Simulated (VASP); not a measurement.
# PbO in VASP: notebook

Aim: see how the results for PbO move with the level of theory and the settings. Levels: PBE, r2SCAN. Tasks: relaxation of shape and atoms at fixed volume, relaxation of cell and atoms, single point.

Program: VASP 6.6.1. These are calculated values, not measurements. Logs are shortened: lines on timing, memory, paths and dates and some standing lists are left out, and cuts for length are marked.

## Step 1: The cell of the first run

Symmetry: P6_3/mmc, No. 194, hexagonal system. Conventional cell: a = 3.542 Å, b = 3.542 Å, c = 6.263 Å, α = 90.00°, β = 90.00°, γ = 120.00°. Within 3.4 Å of Pb (site symmetry -6m2) lie 6 O at 2.58 Å. O (site symmetry -3m) has 6 Pb at 2.58 Å and 2 O at 3.13 Å within 3.4 Å.

## Step 2: Relaxation of shape and atoms at fixed volume, PBE (17.01 Å³/atom)

File INCAR:

```
ALGO = Normal
EDIFF = 1E-7
EDIFFG = -0.01
ENCUT = 600
GGA = PE
IBRION = 2
ISIF = 4
ISMEAR = 0
LASPH = True
LCHARG = False
LREAL = False
LWAVE = False
NELM = 60
NSW = 60
PREC = Accurate
SIGMA = 0.05
```

File KPOINTS:

```
k-points
0
Gamma
  10 10 6
```

File POSCAR:

```
PbO
1.0
    3.5419010580      0.0000000000      0.0000000000
   -1.7709505290      3.0673762939      0.0000000000
    0.0000000000      0.0000000000      6.2634500661
Pb O
2 2
Direct
    0.3333333333      0.6666666667      0.2500000000
    0.6666666667      0.3333333333      0.7500000000
    0.0000000000      0.0000000000      0.0000000000
    0.0000000000      0.0000000000      0.5000000000
```

Potentials or basis: VASP PAW PBE potentials, release 64 (Pb_d, O).

The run is started by

```
> cat potpaw_PBE.64/Pb_d/POTCAR potpaw_PBE.64/O/POTCAR > POTCAR
> mpirun -np 1 vasp_std > vasp.out
```

OUTCAR:

```text
EDIFF = 1E-7
   EDIFFG = -0.01
   ENCUT = 600
   GGA = PE
   IBRION = 2
   ISIF = 4
   ISMEAR = 0
   LASPH = True
   LREAL = False
   NELM = 60
   NSW = 60
   PREC = Accurate

 ion  position               nearest neighbor table
   1  0.333  0.667  0.250-   3 2.58   4 2.58   3 2.58   4 2.58   3 2.58   4 2.58   2 3.74   2 3.74
                             2 3.74   2 3.74   2 3.74   2 3.74
   2  0.667  0.333  0.750-   3 2.58   4 2.58   3 2.58   4 2.58   3 2.58   4 2.58   1 3.74   1 3.74
                             1 3.74   1 3.74   1 3.74   1 3.74
   3  0.000  0.000  0.000-   1 2.58   2 2.58   1 2.58   2 2.58   2 2.58   1 2.58
   4  0.000  0.000  0.500-   1 2.58   2 2.58   1 2.58   2 2.58   2 2.58   1 2.58

  LATTYP: Found a hexagonal cell.
 ALAT       =     3.5419010580
 C/A-ratio  =     1.7683865143

  Lattice vectors:

 A1 = (   3.5419010580,   0.0000000000,   0.0000000000)
 A2 = (  -1.7709505290,   3.0673762939,   0.0000000000)
 A3 = (   0.0000000000,   0.0000000000,   6.2634500661)

Analysis of symmetry for initial positions (statically):
=====================================================================
 Subroutine PRICEL returns:
 Original cell was already a primitive cell.

 Routine SETGRP: Setting up the symmetry group for a
 hexagonal supercell.

 Subroutine GETGRP returns: Found 24 space group operations
 (whereof 12 operations were pure point group operations)
 out of a pool of 24 trial point group operations.

The static configuration has the point symmetry D_3d.
 The point group associated with its full space group is D_6h.

Analysis of symmetry for dynamics (positions and initial velocities):
=====================================================================
 Subroutine PRICEL returns:
 Original cell was already a primitive cell.

 Routine SETGRP: Setting up the symmetry group for a
 hexagonal supercell.

 Subroutine GETGRP returns: Found 24 space group operations
 (whereof 12 operations were pure point group operations)
 out of a pool of 24 trial point group operations.

The dynamic configuration has the point symmetry D_3d.
 The point group associated with its full space group is D_6h.

 Subroutine INISYM returns: Found 24 space group operations
 (whereof 12 operations are pure point group operations),
 and found     1 'primitive' translations

----------------------------------------------------------------------------------------

                                     Primitive cell

  volume of cell :      68.0483

  direct lattice vectors                    reciprocal lattice vectors
     3.541901058  0.000000000  0.000000000     0.282334256  0.163005759  0.000000000
    -1.770950529  3.067376294  0.000000000     0.000000000  0.326011517  0.000000000
     0.000000000  0.000000000  6.263450066     0.000000000  0.000000000  0.159656418

  length of vectors
     3.541901058  3.541901058  6.263450066     0.326011517  0.326011517  0.159656418

  position of ions in fractional coordinates (direct lattice)
     0.333333333  0.666666667  0.250000000
     0.666666667  0.333333333  0.750000000
     0.000000000  0.000000000  0.000000000
     0.000000000  0.000000000  0.500000000

  ion indices of the primitive-cell ions
   primitive index   ion index
                 1           1
                 2           2
                 3           3
                 4           4

----------------------------------------------------------------------------------------

 KPOINTS: k-points

Automatic generation of k-mesh.
 Grid dimensions read from file:
 generate k-points for:   10   10    6

 Generating k-lattice:

  Cartesian coordinates                     Fractional coordinates (reciprocal lattice)
     0.028233426  0.016300576  0.000000000     0.100000000  0.000000000  0.000000000
     0.000000000  0.032601152  0.000000000     0.000000000  0.100000000  0.000000000
     0.000000000  0.000000000  0.026609403     0.000000000  0.000000000  0.166666667

  Length of vectors
     0.032601152  0.032601152  0.026609403

  Shift w.r.t. Gamma in fractional coordinates (k-lattice)
     0.000000000  0.000000000  0.000000000

 Subroutine IBZKPT returns following result:
 ===========================================

 Found     56 irreducible k-points:

 Following reciprocal coordinates:
            Coordinates               Weight
  0.000000  0.000000  0.000000      1.000000
  0.100000  0.000000  0.000000      6.000000
  0.200000  0.000000  0.000000      6.000000
  0.300000 -0.000000  0.000000      6.000000
  0.400000 -0.000000  0.000000      6.000000
  0.500000  0.000000  0.000000      3.000000
[... 16 lines left out ...]
  0.300000  0.100000  0.166667     24.000000
  0.400000  0.100000  0.166667     24.000000
 [... further k-points ...]
   k-points           NKPTS =     56   k-points in BZ     NKDIM =     56   number of bands    NBANDS=     24
   number of dos      NEDOS =    301   number of ions     NIONS =      4
   total plane-waves  NPLWV =  39200
   dimension x,y,z NGX =    28 NGY =   28 NGZ =   50
   dimension x,y,z NGXF=    56 NGYF=   56 NGZF=  100
   ions per type =               2   2
   NGX,Y,Z   is equivalent  to a cutoff of  13.14, 13.14, 13.27 a.u.
   NGXF,Y,Z  is equivalent  to a cutoff of  26.28, 26.28, 26.54 a.u.
 SYSTEM =  unknown system
   PREC   = accura    normal or accurate (medium, high low for compatibility)
   ISTART =      0    job   : 0-new  1-cont  2-samecut
   ICHARG =      2    charge: 1-file 2-atom 10-const
   ISPIN  =      1    spin polarized calculation?
   LNONCOLLINEAR =      F non collinear calculations
   LSORBIT =      F    spin-orbit coupling
   LASPH  =      T    aspherical Exc in radial PAW
   ENCUT  =  600.0 eV  44.10 Ry    6.64 a.u.   7.07  7.07 12.51*2*pi/ulx,y,z
   NELM   =     60;   NELMIN=  2; NELMDL= -5     # of ELM steps
   EDIFF  = 0.1E-06   stopping-criterion for ELM
   LREAL  =      F    real-space projection
   EDIFFG = -.1E-01   stopping-criterion for IOM
   NSW    =     60    number of steps for IOM
   IBRION =      2    ionic relax: 0-MD 1-quasi-New 2-CG
   NFREE  =      1    steps in history (QN), initial steepest desc. (CG)
   ISIF   =      4    stress and relaxation
   ISYM   =      2    0-nonsym 1-usesym 2-fastsym
   POTIM  = 0.5000    time-step for ionic-motion
   TEBEG  =    0.0;   TEEND  =   0.0 temperature during run
   PSTRESS=    0.0 pullay stress
   NELECT =      40.0000    total number of electrons
   NUPDOWN=      -1.0000    fix difference up-down
   EMIN   =  10.00;   EMAX   =-10.00  energy-range for DOS
   EFERMI =   0.00;   METHOD = LEGACY
   ISMEAR =     0;   SIGMA  =   0.05  broadening in eV -4-tet -1-fermi 0-gaus
   EFERMI_NEDOS =   21; number of points for ismear=-14 and -15
   IALGO  =     38    algorithm
   IMIX   =      4    mixing-type and parameters
     AMIX     =   0.40;   BMIX     =  1.00
     AMIX_MAG =   1.60;   BMIX_MAG =  1.00
  volume/ion in A,a.u.               =      17.01       114.80
  Fermi-wavevector in a.u.,A,eV,Ry     =   1.371374  2.591520 25.588009  1.880666
  Thomas-Fermi vector in A             =   2.497076
   LORBIT       =      0    0 simple, 1 ext, 2 COOP (PROOUT), +10 PAW based schemes
   GGA     = PE    functional components
   LHFCALC =     F    Hartree Fock is set to
   AEXX    =    0.0000 exact exchange contribution
   IVDW    =     0    specifies the selected vdW correction
   LEPSILON=     F    determine dielectric tensor
   LRPA    =     F    only Hartree local field effects (RPA)
 conjugate gradient relaxation of ions
 non-spin polarized calculation
 Gauss-broadening in eV      SIGMA  =   0.05
  energy-cutoff  :      600.00
  volume of cell :       68.05
 maximum number of plane-waves:      2291
   NGX = 15   NGY = 15   NGZ = 25

--------------------------------------- Ionic step        1  -------------------------------------------

 number of electron      40.0000005 magnetization

 Free energy of the ion-electron system (eV)
  ---------------------------------------------------
  ext. energy  EPLUGINS =         0.00000000
  ---------------------------------------------------
  free energy    TOTEN  =       -20.51897359 eV

  energy without entropy =      -20.51837307  energy(sigma->0) =      -20.51867333

------------------------ aborting loop because EDIFF is reached ----------------------------------------

  FORCE on cell =-STRESS in cart. coord.  units (eV):
  Direction    XX          YY          ZZ          XY          YZ          ZX
  --------------------------------------------------------------------------------------
  -------------------------------------------------------------------------------------
  Total        2.1647795      2.1647795      2.3208208      0.0000000      0.0000000      0.0000000
  in kB       50.9691208     50.9691208     54.6430702      0.0000000      0.0000000      0.0000000
  external PRESSURE =      52.1937706 kB  Pullay stress =       0.0000000 kB
[... 61 lines left out ...]
  energy  without entropy=      -20.5185192819  energy(sigma->0) =      -20.51881951

--------------------------------------- Ionic step        3  -------------------------------------------

 number of electron      40.0000007 magnetization

 Free energy of the ion-electron system (eV)
  ---------------------------------------------------
  ext. energy  EPLUGINS =         0.00000000
  ---------------------------------------------------
  free energy    TOTEN  =       -20.51916570 eV

  energy without entropy =      -20.51857011  energy(sigma->0) =      -20.51886791

 E-fermi :   7.2217     XC(G=0): -10.8964

 val. band max:        7.2118627467   @ k =   0.5000   0.0000   0.1667
 cond. band min:       7.2260249917   @ k =   0.5000   0.0000   0.1667
 fundamental gap:      0.0141622450
 Fermi energy:         7.2216759713

 k-point     1 :       0.0000    0.0000    0.0000
  band No.  band energies     occupation
      1     -10.8758      2.00000
      2     -10.1159      2.00000
      3      -9.4082      2.00000
      4      -9.4082      2.00000
      5      -9.3848      2.00000
      6      -9.3831      2.00000
[... 637 lines left out ...]
     23      11.5836      0.00000
     24      12.8256      0.00000

 [... further k-points ...]

------------------------ aborting loop because EDIFF is reached ----------------------------------------

  FORCE on cell =-STRESS in cart. coord.  units (eV):
  Direction    XX          YY          ZZ          XY          YZ          ZX
  --------------------------------------------------------------------------------------
  -------------------------------------------------------------------------------------
  Total        2.1910689      2.1910689      2.1821310      0.0000000      0.0000000      0.0000000
  in kB       51.5880971     51.5880971     51.3776574      0.0000000      0.0000000      0.0000000
  external PRESSURE =      51.5179505 kB  Pullay stress =       0.0000000 kB
[... 19 lines left out ...]
  FREE ENERGIE OF THE ION-ELECTRON SYSTEM (eV)
  ---------------------------------------------------
  free  energy   TOTEN  =       -20.5191656993 eV

  energy  without entropy=      -20.5185701111  energy(sigma->0) =      -20.51886791

 reached required accuracy - stopping structural energy minimisation
```

Wall time 93 s (1 thread of AMD EPYC 9R45 (Zen 5), shared host); peak memory 0.23 GiB.

Results:

| Property | Result |
| --- | --- |
| Free energy | -20.5192 eV |
| Energy gained by relaxing | 0.0 meV/atom |
| Ionic steps | 3 |
| Pressure after relaxing | 5.2 GPa |
| Band gap on the k mesh | 0.01 eV |

The path:
```tsv
step	energy change (eV)	largest force (eV/Å)	pressure (GPa)	volume (Å³)
1	0.0000	0.0000	5.22	68.05
2	-0.0001	0.0000	5.19	68.05
3	-0.0002	0.0000	5.15	68.05
```

Final structure:
```
CELL_PARAMETERS angstrom
3.53725 0.00000 0.00000
-1.76863 3.06335 0.00000
0.00000 0.00000 6.27992
ATOMIC_POSITIONS crystal
Pb 0.33333 0.66667 0.25000
Pb 0.66667 0.33333 0.75000
O 0.00000 0.00000 0.00000
O 0.00000 0.00000 0.50000
```

Caveat: spin-orbit coupling is left out, which moves the levels of the heavy elements. A k mesh can miss the band edges.

(Continued in part 2 of 2.)
